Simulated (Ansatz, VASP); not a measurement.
**Na2S: VASP beside Ansatz**

POSCAR

```
Na2S
1.0
    0.0000000000      3.2225470568      3.2225470568
    3.2225470568      0.0000000000      3.2225470568
    3.2225470568      3.2225470568      0.0000000000
S Na
1 2
Direct
    0.0000000000      0.0000000000      0.0000000000
    0.2500000000      0.2500000000      0.2500000000
    0.7500000000      0.7500000000      0.7500000000
```

INCAR.step1

```
SYSTEM = Na2S
  PREC = Accurate
  ENCUT = 550
  ISMEAR = 0
  SIGMA = 0.01
  LREAL = .FALSE.
  LASPH = .TRUE.
  NELM = 120
  NBANDS = 17
  GGA = PE
  ALGO = Normal
  EDIFF = 1E-5
  LWAVE = .TRUE.
  LCHARG = .FALSE.
  GGA_COMPAT = .FALSE.
```

The input INCAR.step2:

```
SYSTEM = Na2S
  PREC = Accurate
  ENCUT = 550
  EDIFF = 1E-6
  ISMEAR = 0
  SIGMA = 0.01
  LREAL = .FALSE.
  LASPH = .TRUE.
  NELM = 120
  ALGO = Normal
  ISIF = 2
  LWAVE = .FALSE.
  LCHARG = .FALSE.
  METAGGA = R2SCAN
  LMIXTAU = .TRUE.
  NBANDS = 17
  ISTART = 1
  GGA_COMPAT = .FALSE.
```

File KPOINTS:

```
regular mesh
0
G
  6 6 6
  0 0 0
```

Input for Ansatz:

```yaml
crystal:
  lattice:
    - [0.0, 3.2225470568, 3.2225470568]
    - [3.2225470568, 0.0, 3.2225470568]
    - [3.2225470568, 3.2225470568, 0.0]
  atoms:
    - { symbol: S, position: [0.0, 0.0, 0.0] }
    - { symbol: Na, position: [0.25, 0.25, 0.25] }
    - { symbol: Na, position: [0.75, 0.75, 0.75] }
kpoints:
  mp_grid: { grid: [6, 6, 6] }
hamiltonian:
  xc: r2scan
scf:
  occupations: { method: fixed }
  n_extra_bands: 4
output:
  forces: true
  stress: true
  eigenvalues: true
```

Alike in both runs: task single point; functional r2SCAN; k mesh 6 × 6 × 6; no spin polarisation.

```csv
,VASP,Ansatz
version,VASP 6.6.1,Ansatz 0.2.0
potentials or method,"VASP PAW PBE potentials, release 64 (S, Na_pv)","plane waves, PAW"
plane-wave cutoff (eV),550,500
occupations,"gaussian, width 0.01 eV",fixed
valence electrons in the cell,20,24
```

|  | VASP | Ansatz | Ansatz less VASP |
| --- | --- | --- | --- |
| gap on the k mesh at the Fermi level (eV) | 3.22 | 3.20 | -0.026 |
| pressure (GPa) | 1.0 | 1.0 | +0.05 |

VASP's potentials were made for PBE, not for r2SCAN. VASP's potentials hold 20 valence electrons a cell and Ansatz's 24, so a difference there can come from the potentials and not from the codes.
